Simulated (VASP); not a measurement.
# CaO in VASP: a series of runs

Aim: see how the results for CaO move with the level of theory and the settings. Levels: r2SCAN, PBE. Tasks: single point.

Everything below comes from runs of VASP 6.6.1. Logs are shortened: lines on timing, memory, paths and dates and some standing lists are left out, and cuts for length are marked.

## Step 1: The cell of the first run

It takes space group Fm-3m (No. 225, cubic). Conventional cell: a = 4.795 Å, b = 4.795 Å, c = 4.795 Å, α = 90.00°, β = 90.00°, γ = 90.00°. Within 3.2 Å of Ca (site symmetry m-3m) lie 6 O at 2.40 Å. Within 3.2 Å of O (site symmetry m-3m) lie 6 Ca at 2.40 Å.

## Step 2: Single point, r2SCAN

Input file POSCAR:

```
CaO
1.0
    0.0000000000      2.3975501136      2.3975501136
    2.3975501136      0.0000000000      2.3975501136
    2.3975501136      2.3975501136      0.0000000000
Ca O
1 1
Direct
    0.0000000000      0.0000000000      0.0000000000
    0.5000000000      0.5000000000      0.5000000000
```

Input file INCAR.step1:

```
SYSTEM = CaO
PREC = Accurate
ENCUT = 520
ISMEAR = 0
SIGMA = 0.01
LREAL = .False.
LASPH = .True.
NELM = 100
NBANDS = 15
GGA = PE
ALGO = Normal
EDIFF = 1E-4
LWAVE = .True.
LCHARG = .False.
```

Input file INCAR.step2:

```
SYSTEM = CaO
PREC = Accurate
ENCUT = 520
EDIFF = 1E-6
ISMEAR = 0
SIGMA = 0.01
LREAL = .False.
LASPH = .True.
NELM = 100
ALGO = Normal
ISIF = 2
LWAVE = .False.
LCHARG = .True.
METAGGA = R2SCAN
LMIXTAU = .True.
LELF = .True.
LVHAR = .True.
NBANDS = 15
ISTART = 1
```

Input file KPOINTS:

```
Automatic mesh
0
Gamma
  10 10 10
  0 0 0
```

Potentials or basis: VASP PAW PBE potentials, release 64 (Ca_sv, O).

Command:

```sh
cat potpaw_PBE.64/Ca_sv/POTCAR potpaw_PBE.64/O/POTCAR > POTCAR
cp INCAR.step1 INCAR
mpirun -np 1 vasp_std > vasp.out
cp INCAR.step2 INCAR
mpirun -np 1 vasp_std > vasp.out
```

OUTCAR:

```text
SYSTEM = CaO
   PREC = Accurate
   ENCUT = 520
   EDIFF = 1E-6
   ISMEAR = 0
   LREAL = .False.
   LASPH = .True.
   NELM = 100
   ISIF = 2
   METAGGA = R2SCAN
   ISTART = 1

 ion  position               nearest neighbor table
   1  0.000  0.000  0.000-   2 2.40   2 2.40   2 2.40   2 2.40   2 2.40   2 2.40
   2  0.500  0.500  0.500-   1 2.40   1 2.40   1 2.40   1 2.40   1 2.40   1 2.40

  LATTYP: Found a face centered cubic cell.
 ALAT       =     4.7951002272

  Lattice vectors:

 A1 = (   0.0000000000,   2.3975501136,   2.3975501136)
 A2 = (   2.3975501136,   0.0000000000,   2.3975501136)
 A3 = (   2.3975501136,   2.3975501136,   0.0000000000)

Analysis of symmetry for initial positions (statically):
=====================================================================
 Subroutine PRICEL returns:
 Original cell was already a primitive cell.

 Routine SETGRP: Setting up the symmetry group for a
 face centered cubic supercell.

 Subroutine GETGRP returns: Found 48 space group operations
 (whereof 48 operations were pure point group operations)
 out of a pool of 48 trial point group operations.

The static configuration has the point symmetry O_h .

Analysis of symmetry for dynamics (positions and initial velocities):
=====================================================================
 Subroutine PRICEL returns:
 Original cell was already a primitive cell.

 Routine SETGRP: Setting up the symmetry group for a
 face centered cubic supercell.

 Subroutine GETGRP returns: Found 48 space group operations
 (whereof 48 operations were pure point group operations)
 out of a pool of 48 trial point group operations.

The dynamic configuration has the point symmetry O_h .

 Subroutine INISYM returns: Found 48 space group operations
 (whereof 48 operations are pure point group operations),
 and found     1 'primitive' translations

----------------------------------------------------------------------------------------

                                     Primitive cell

  volume of cell :      27.5634

  direct lattice vectors                    reciprocal lattice vectors
     0.000000000  2.397550114  2.397550114    -0.208546214  0.208546214  0.208546214
     2.397550114  0.000000000  2.397550114     0.208546214 -0.208546214  0.208546214
     2.397550114  2.397550114  0.000000000     0.208546214  0.208546214 -0.208546214

  length of vectors
     3.390647887  3.390647887  3.390647887     0.361212639  0.361212639  0.361212639

  position of ions in fractional coordinates (direct lattice)
     0.000000000  0.000000000  0.000000000
     0.500000000  0.500000000  0.500000000

  ion indices of the primitive-cell ions
   primitive index   ion index
                 1           1
                 2           2

----------------------------------------------------------------------------------------

 KPOINTS: Automatic mesh

Automatic generation of k-mesh.
 Grid dimensions read from file:
 generate k-points for:   10   10   10

 Generating k-lattice:

  Cartesian coordinates                     Fractional coordinates (reciprocal lattice)
    -0.020854621  0.020854621  0.020854621     0.100000000  0.000000000  0.000000000
     0.020854621 -0.020854621  0.020854621     0.000000000  0.100000000  0.000000000
     0.020854621  0.020854621 -0.020854621     0.000000000  0.000000000  0.100000000

  Length of vectors
     0.036121264  0.036121264  0.036121264

  Shift w.r.t. Gamma in fractional coordinates (k-lattice)
     0.000000000  0.000000000  0.000000000

 Subroutine IBZKPT returns following result:
 ===========================================

 Found     47 irreducible k-points:

 Following reciprocal coordinates:
            Coordinates               Weight
  0.000000  0.000000  0.000000      1.000000
  0.100000  0.000000  0.000000      8.000000
  0.200000  0.000000  0.000000      8.000000
  0.300000  0.000000  0.000000      8.000000
  0.400000  0.000000  0.000000      8.000000
  0.500000  0.000000  0.000000      4.000000
[... 16 lines left out ...]
  0.300000  0.300000  0.000000      6.000000
  0.400000  0.300000  0.000000     24.000000
 [... further k-points ...]
   k-points           NKPTS =     47   k-points in BZ     NKDIM =     47   number of bands    NBANDS=     15
   number of dos      NEDOS =    301   number of ions     NIONS =      2
   total plane-waves  NPLWV =  21952
   dimension x,y,z NGX =    28 NGY =   28 NGZ =   28
   dimension x,y,z NGXF=    56 NGYF=   56 NGZF=   56
   ions per type =               1   1
   NGX,Y,Z   is equivalent  to a cutoff of  13.73, 13.73, 13.73 a.u.
   NGXF,Y,Z  is equivalent  to a cutoff of  27.46, 27.46, 27.46 a.u.
 SYSTEM =  CaO
   PREC   = accura    normal or accurate (medium, high low for compatibility)
   ISTART =      1    job   : 0-new  1-cont  2-samecut
   ICHARG =      0    charge: 1-file 2-atom 10-const
   ISPIN  =      1    spin polarized calculation?
   LNONCOLLINEAR =      F non collinear calculations
   LSORBIT =      F    spin-orbit coupling
   LASPH  =      T    aspherical Exc in radial PAW
   ENCUT  =  520.0 eV  38.22 Ry    6.18 a.u.   6.30  6.30  6.30*2*pi/ulx,y,z
   NELM   =    100;   NELMIN=  2; NELMDL=  0     # of ELM steps
   EDIFF  = 0.1E-05   stopping-criterion for ELM
   LREAL  =      F    real-space projection
   EDIFFG = 0.1E-04   stopping-criterion for IOM
   NSW    =      0    number of steps for IOM
   IBRION =     -1    ionic relax: 0-MD 1-quasi-New 2-CG
   NFREE  =      0    steps in history (QN), initial steepest desc. (CG)
   ISIF   =      2    stress and relaxation
   ISYM   =      2    0-nonsym 1-usesym 2-fastsym
   POTIM  = 0.5000    time-step for ionic-motion
   TEBEG  =    0.0;   TEEND  =   0.0 temperature during run
   PSTRESS=    0.0 pullay stress
   NELECT =      16.0000    total number of electrons
   NUPDOWN=      -1.0000    fix difference up-down
   EMIN   =  10.00;   EMAX   =-10.00  energy-range for DOS
   EFERMI =   0.00;   METHOD = LEGACY
   ISMEAR =     0;   SIGMA  =   0.01  broadening in eV -4-tet -1-fermi 0-gaus
   EFERMI_NEDOS =   21; number of points for ismear=-14 and -15
   IALGO  =     38    algorithm
   IMIX   =      4    mixing-type and parameters
     AMIX     =   0.40;   BMIX     =  1.00
     AMIX_MAG =   1.60;   BMIX_MAG =  1.00
  volume/ion in A,a.u.               =      13.78        93.00
  Fermi-wavevector in a.u.,A,eV,Ry     =   1.365643  2.580691 25.374598  1.864980
  Thomas-Fermi vector in A             =   2.491853
   LORBIT       =      0    0 simple, 1 ext, 2 COOP (PROOUT), +10 PAW based schemes
   METAGGA = R2SCAN    functional components
   LHFCALC =     F    Hartree Fock is set to
   AEXX    =    0.0000 exact exchange contribution
   IVDW    =     0    specifies the selected vdW correction
   LEPSILON=     F    determine dielectric tensor
   LRPA    =     F    only Hartree local field effects (RPA)
 non-spin polarized calculation
 Gauss-broadening in eV      SIGMA  =   0.01
  energy-cutoff  :      520.00
  volume of cell :       27.56
 maximum number of plane-waves:       757
 NGX is ok and might be reduce to    28
   NGX = 13   NGY = 13   NGZ = 13

 number of electron      15.9999997 magnetization

 Free energy of the ion-electron system (eV)
  ---------------------------------------------------
  ext. energy  EPLUGINS =         0.00000000
  ---------------------------------------------------
  free energy    TOTEN  =       -19.45304505 eV

  energy without entropy =      -19.45304505  energy(sigma->0) =      -19.45304505

 E-fermi :   2.1655     XC(G=0): -11.1120

 val. band max:        2.0547601484   @ k =   0.0000   0.0000   0.0000
 cond. band min:       6.2418413601   @ k =   0.5000   0.5000   0.0000
 fundamental gap:      4.1870812117
 Fermi energy:         2.1654973738

 k-point     1 :       0.0000    0.0000    0.0000
  band No.  band energies     occupation
      1     -36.9712      2.00000
      2     -16.8580      2.00000
      3     -16.8580      2.00000
      4     -16.8579      2.00000
      5     -14.4323      2.00000
      6       2.0547      2.00000
      7       2.0548      2.00000
      8       2.0548      2.00000
      9       7.5434      0.00000
     10       8.9256      0.00000
     11       8.9256      0.00000
     12       8.9256      0.00000
     13      10.5337      0.00000
     14      10.5337      0.00000
     15      17.8743      0.00000

 k-point     2 :       0.1000    0.0000    0.0000
  band No.  band energies     occupation
      1     -36.9613      2.00000
      2     -17.0257      2.00000
      3     -16.8630      2.00000
      4     -16.8629      2.00000
      5     -14.2589      2.00000
      6       1.7079      2.00000
      7       1.9161      2.00000
      8       1.9161      2.00000
      9       7.9978      0.00000
     10       8.8887      0.00000
     11       9.1025      0.00000
     12       9.1025      0.00000
     13      10.7802      0.00000
     14      10.7802      0.00000
     15      18.2921      0.00000

 k-point     3 :       0.2000    0.0000    0.0000
  band No.  band energies     occupation
      1     -36.9352      2.00000
      2     -17.3896      2.00000
      3     -16.8759      2.00000
      4     -16.8759      2.00000
      5     -13.8790      2.00000
      6       0.9484      2.00000
      7       1.5815      2.00000
      8       1.5815      2.00000
      9       8.8431      0.00000
     10       9.1250      0.00000
     11       9.5918      0.00000
     12       9.5918      0.00000
     13      11.4217      0.00000
     14      11.4217      0.00000
     15      18.9309      0.00000

 k-point     4 :       0.3000    0.0000    0.0000
  band No.  band energies     occupation
      1     -36.9028      2.00000
      2     -17.7544      2.00000
      3     -16.8918      2.00000
      4     -16.8918      2.00000
      5     -13.4931      2.00000
      6       0.1757      2.00000
      7       1.2124      2.00000
      8       1.2124      2.00000
      9       9.1110      0.00000
     10      10.2653      0.00000
     11      10.2653      0.00000
     12      10.2740      0.00000
     13      12.2390      0.00000
     14      12.2390      0.00000
     15      18.5485      0.00000
[... 307 lines left out ...]
 k-point    22 :      -0.2000    0.2000    0.0000
  band No.  band energies     occupation
      1     -36.8920      2.00000
      2     -17.6902      2.00000
      3     -17.0368      2.00000
      4     -16.8808      2.00000
      5     -13.5227      2.00000
      6       0.1671      2.00000
      7       1.0570      2.00000
      8       1.4492      2.00000
      9       8.8440      0.00000
     10       9.9858      0.00000
     11      10.0674      0.00000
     12      10.9332      0.00000
     13      12.5094      0.00000
     14      12.7650      0.00000
     15      18.9421      0.00000

 k-point    23 :       0.3000    0.3000    0.0000
  band No.  band energies     occupation
      1     -36.8818      2.00000
      2     -17.4999      2.00000
      3     -17.0098      2.00000
      4     -17.0098      2.00000
      5     -13.8638      2.00000
      6       0.3195      2.00000
      7       1.7158      2.00000
      8       1.7158      2.00000
      9       6.9685      0.00000
     10       9.9208      0.00000
     11      11.2782      0.00000
     12      11.3572      0.00000
     13      11.3573      0.00000
     14      13.3504      0.00000
     15      20.5334      0.00000

 k-point    24 :       0.4000    0.3000    0.0000
  band No.  band energies     occupation
      1     -36.8616      2.00000
      2     -17.5566      2.00000
      3     -17.0611      2.00000
      4     -17.0328      2.00000
      5     -13.8755      2.00000
      6       0.3844      2.00000
      7       1.5069      2.00000
      8       1.6028      2.00000
      9       6.9291      0.00000
     10      10.4916      0.00000
     11      11.6029      0.00000
     12      11.6617      0.00000
     13      11.8022      0.00000
     14      13.7654      0.00000
     15      18.8276      0.00000

 [... further k-points ...]
[... 5 lines left out ...]
  --------------------------------------------------------------------------------------
  -------------------------------------------------------------------------------------
  Total        0.1780719      0.1780719      0.1780719      0.0000000      0.0000000      0.0000000
  in kB       10.3507783     10.3507783     10.3507783      0.0000000      0.0000000      0.0000000
  external PRESSURE =      10.3507783 kB  Pullay stress =       0.0000000 kB

 VOLUME and BASIS-vectors are now :
 -----------------------------------------------------------------------------
  energy-cutoff  :      520.00
  volume of cell :       27.56
      direct lattice vectors                 reciprocal lattice vectors
     0.000000000  2.397550114  2.397550114    -0.208546214  0.208546214  0.208546214
     2.397550114  0.000000000  2.397550114     0.208546214 -0.208546214  0.208546214
     2.397550114  2.397550114  0.000000000     0.208546214  0.208546214 -0.208546214

 POSITION                                       TOTAL-FORCE (eV/Angst)
 -----------------------------------------------------------------------------------
      0.00000      0.00000      0.00000        -0.000000      0.000000      0.000000
      2.39755      2.39755      2.39755         0.000000     -0.000000     -0.000000
 -----------------------------------------------------------------------------------
    total drift:                                0.000000      0.000000      0.000000

  FREE ENERGIE OF THE ION-ELECTRON SYSTEM (eV)
  ---------------------------------------------------
  free  energy   TOTEN  =       -19.4530450490 eV

  energy  without entropy=      -19.4530450490  energy(sigma->0) =      -19.45304505
```

Wall time 73 s (1 thread of Intel Xeon Platinum 8375C at 2.90GHz (Ice Lake), shared host); peak memory 0.17 GiB.

What came out:

- Free energy: -19.4530 eV
- Pressure: 1.0 GPa
- Band gap on the k mesh: 4.19 eV, indirect (least direct gap 4.56 eV)

Caveat: the PAW data sets were made with another functional, which shifts forces and pressure a little.

## Step 3: Single point, PBE (epitaxial 111 strain -4.0%)

Input file INCAR:

```
SYSTEM = CaO
PREC     = Accurate       ! precision mode
ENCUT    = 520            ! plane-wave cutoff, eV
EDIFF    = 1E-7           ! SCF threshold, eV
ISMEAR   = -1             ! smearing method
SIGMA    = 0.02           ! smearing width, eV
LREAL    = .False.        ! projectors in reciprocal space
LASPH    = .True.         ! aspherical terms in the spheres
NELM     = 60             ! most SCF steps
ALGO     = Normal         ! electronic algorithm
ISIF     = 2              ! what is computed and relaxed
LWAVE    = .False.        ! write WAVECAR
LCHARG   = .False.        ! write CHGCAR
GGA      = PE             ! functional
NBANDS   = 15             ! bands
```

Input file KPOINTS:

```
regular mesh
0
Gamma
  10 10 10
  0 0 0
```

Input file POSCAR:

```
CaO
1.0
    0.1006070092      2.4022551182      2.4022551182
    2.4022551182      0.1006070092      2.4022551182
    2.4022551182      2.4022551182      0.1006070092
Ca O
1 1
Direct
    0.0000000000      0.0000000000      0.0000000000
    0.5000000000      0.5000000000      0.5000000000
```

Potentials or basis: VASP PAW PBE potentials, release 64 (Ca_sv, O).

Command:

```sh
cat potpaw_PBE.64/Ca_sv/POTCAR potpaw_PBE.64/O/POTCAR > POTCAR
mpirun -np 1 vasp_std > vasp.out
```

It took 48 s on 1 thread of Intel Xeon Platinum 8375C at 2.90GHz (Ice Lake), shared host; peak memory 0.19 GiB.

The run converged. Its results:

```yaml
Free_energy: -12.6926 eV
Pressure: 10.8 GPa
Band_gap_on_the_k_mesh: 3.49 eV, indirect (least direct gap 3.84 eV)
```

Stress tensor (GPa, compression positive):
```
10.81 -3.62 -3.62
-3.62 10.81 -3.62
-3.62 -3.62 10.81
```

Levels at points of the mesh, in eV from the valence-band top:
```tsv
k point	band 6	band 7	band 8	band 9	band 10	band 11
(0.00, 0.00, 0.00)	-0.23	0.00	0.00	5.03	6.00	6.46
(0.50, 0.00, 0.00)	-2.89	-1.66	-1.32	7.12	8.56	8.93
(0.50, 0.50, 0.00)	-1.36	-0.53	-0.34	3.49	8.38	9.11
(0.50, 0.50, 0.50)	-2.89	-1.19	-1.19	7.07	8.36	8.36
```

Caveat: the cell differs from its parent crystal (epitaxial 111 strain -4.0%). A k mesh can miss the band edges.

## Step 4: Single point, PBE (epitaxial 111 strain -3.0%)

Input file INCAR:

```
ALGO = Normal
EDIFF = 1E-6
ENCUT = 520
GGA = PE
ISIF = 2
ISMEAR = -1
LASPH = True
LCHARG = True
LELF = True
LREAL = False
LVHAR = True
LWAVE = False
NBANDS = 15
NELM = 80
PREC = Accurate
SIGMA = 0.02
```

Input file KPOINTS:

```
k-points
0
Gamma
  10 10 10
```

Input file POSCAR:

```
CaO
1.0
    0.0753782745      2.4010018847      2.4010018847
    2.4010018847      0.0753782745      2.4010018847
    2.4010018847      2.4010018847      0.0753782745
Ca O
1 1
Direct
    0.0000000000      0.0000000000      0.0000000000
    0.5000000000      0.5000000000      0.5000000000
```

Command:

```sh
cat potpaw_PBE.64/Ca_sv/POTCAR potpaw_PBE.64/O/POTCAR > POTCAR
mpirun -np 1 vasp_std > vasp.out
```

Wall time 48 s (1 thread of Intel Xeon Platinum 8375C at 2.90GHz (Ice Lake), shared host); peak memory 0.19 GiB.

Results (log left out):

- Free energy: -12.7333 eV
- Pressure: 8.7 GPa
- Band gap on the k mesh: 3.54 eV, indirect (least direct gap 3.89 eV)

Stress tensor (GPa, compression positive):
```
 8.67 -2.63 -2.63
-2.63  8.67 -2.63
-2.63 -2.63  8.67
```

Levels at points of the mesh, in eV from the valence-band top:
```
           k point  band 4  band 5  band 6  band 7  band 8  band 9  band 10  band 11  band 12  band 13
(0.00, 0.00, 0.00)  -18.23  -15.69   -0.17    0.00    0.00    5.00     6.03     6.42     6.42     7.89
(0.50, 0.00, 0.00)  -18.29  -14.29   -2.82   -1.54   -1.29    7.16     8.49     8.83     8.84    10.78
(0.50, 0.50, 0.00)  -18.49  -15.46   -1.34   -0.49   -0.35    3.54     8.32     9.08     9.79     9.81
(0.50, 0.50, 0.50)  -18.28  -14.25   -2.83   -1.19   -1.19    7.09     8.37     8.37     8.87    10.70
```

Caveat: the cell differs from its parent crystal (epitaxial 111 strain -3.0%).

(Part 1 of 2 ends here.)
